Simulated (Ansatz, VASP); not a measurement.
# CaO in VASP and in Ansatz

File POSCAR:

```
CaO
1.0
    0.0000000000      2.4273021200      2.4273021200
    2.4273021200      0.0000000000      2.4273021200
    2.4273021200      2.4273021200      0.0000000000
Ca O
1 1
Direct
    0.0000000000      0.0000000000      0.0000000000
    0.5000000000      0.5000000000      0.5000000000
```

Contents of INCAR.step1:

```
SYSTEM = CaO
ALGO = Normal
EDIFF = 1E-4
ENCUT = 520
GGA = PE
ISMEAR = -1
LASPH = .True.
LCHARG = .False.
LREAL = .False.
LWAVE = .True.
NBANDS = 15
NELM = 100
PREC = Accurate
SIGMA = 0.1
```

INCAR.step2

```
SYSTEM = CaO
ALGO = Normal
EDIFF = 1E-6
ENCUT = 520
ISIF = 2
ISMEAR = -1
ISTART = 1
LASPH = .True.
LCHARG = .False.
LMIXTAU = .True.
LREAL = .False.
LWAVE = .False.
METAGGA = R2SCAN
NBANDS = 15
NELM = 100
PREC = Accurate
SIGMA = 0.1
```

Contents of KPOINTS:

```
k-points
0
Gamma
  9 9 9
  0 0 0
```

Input for Ansatz:

```yaml
crystal:
  lattice:
    - [0.0, 2.42730212, 2.42730212]
    - [2.42730212, 0.0, 2.42730212]
    - [2.42730212, 2.42730212, 0.0]
  atoms:
    - { symbol: Ca, position: [0.0, 0.0, 0.0] }
    - { symbol: O, position: [0.5, 0.5, 0.5] }
  symmetry: { tolerance: 0.0003 }
kpoints:
  mp_grid: { grid: [9, 9, 9], shift: [0, 0, 0] }
  band_path:
    path:
      - [0.0, 0.0, 0.0]
      - [0.5, 0.0, 0.5]
      - [0.625, 0.25, 0.625]
      - [0.375, 0.375, 0.75]
      - [0.0, 0.0, 0.0]
      - [0.5, 0.5, 0.5]
      - [0.5, 0.25, 0.75]
      - [0.5, 0.0, 0.5]
    npoints: 8
magnetization:
  spin_polarized: false
scf:
  occupations: { method: fermi_dirac }
  lower_state_search: "off"
  max_iter: 200
hamiltonian:
  pseudopotentials: { kind: paw }
  xc: r2scan
basis:
  ecutwfc: 500
  fft_grid_basis: typed
output:
  forces: true
  stress: true
  eigenvalues: true
  bader: true
  populations: true
  elf: true
  write_potential: true
  volumetric_format: npy
  dos:
    e_range: [-12, 8]
    de: 0.05
    projected: { site_lists: { Ca: [Ca], O: [O] } }
checkpoint:
  read: saved_state
```

Alike in both runs: task single point; functional r2SCAN; k mesh 9 × 9 × 9; no spin polarisation.

```csv
,VASP,Ansatz
version,VASP 6.6.1,Ansatz 0.2.0
potentials or method,"VASP PAW PBE potentials, release 64 (Ca_sv, O), cutoff 520 eV",PAW plane waves
occupations,"fermi-dirac, width 0.1 eV",fermi-dirac
valence electrons in the cell,16,16
```

```tsv
	VASP	Ansatz	Ansatz less VASP
gap on the k mesh at the Fermi level (eV)	4.25	4.26	+0.009
pressure (GPa)	-3.1	-4.0	-0.89
```

VASP's potentials were made for PBE, not for r2SCAN.
